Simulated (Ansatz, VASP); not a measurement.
SrCl2 in VASP and in Ansatz

```
Sr Cl
1.0
     0.00000    3.55677    3.55677
     3.55677    0.00000    3.55677
     3.55677    3.55677    0.00000
Sr Cl
1 2
Direct
  0.00000 0.00000 0.00000
  0.75000 0.75000 0.75000
  0.25000 0.25000 0.25000
```

Alike in both runs: task single point; functional LDA; k mesh 7 × 7 × 7; occupations fermi-dirac, width 0.05 eV; no spin polarisation.

|  | VASP | Ansatz |
| --- | --- | --- |
| version | VASP 6.6.1 | Ansatz 0.2.0 |
| potentials or method | VASP PAW LDA potentials, release 64 (Sr_sv, Cl) | Ansatz PAW |
| plane-wave cutoff (eV) | 520 | 420 |
| valence electrons in the cell | 24 | 24 |

|  | VASP | Ansatz | Ansatz less VASP |
| --- | --- | --- | --- |
| gap on the k mesh at the Fermi level (eV) | 4.70 | 4.70 | -0.007 |
| least direct gap on the mesh (eV) | 5.00 | 4.99 | -0.009 |
| pressure (GPa) | -4.3 | -4.4 | -0.08 |

LDA's correlation is that of Perdew and Zunger in VASP and of Perdew and Wang (1992) in Ansatz.

Noted on Ansatz's run: odd divisions of the mesh miss points on the zone boundary, where band edges often lie, so the gap on the mesh can be too wide.
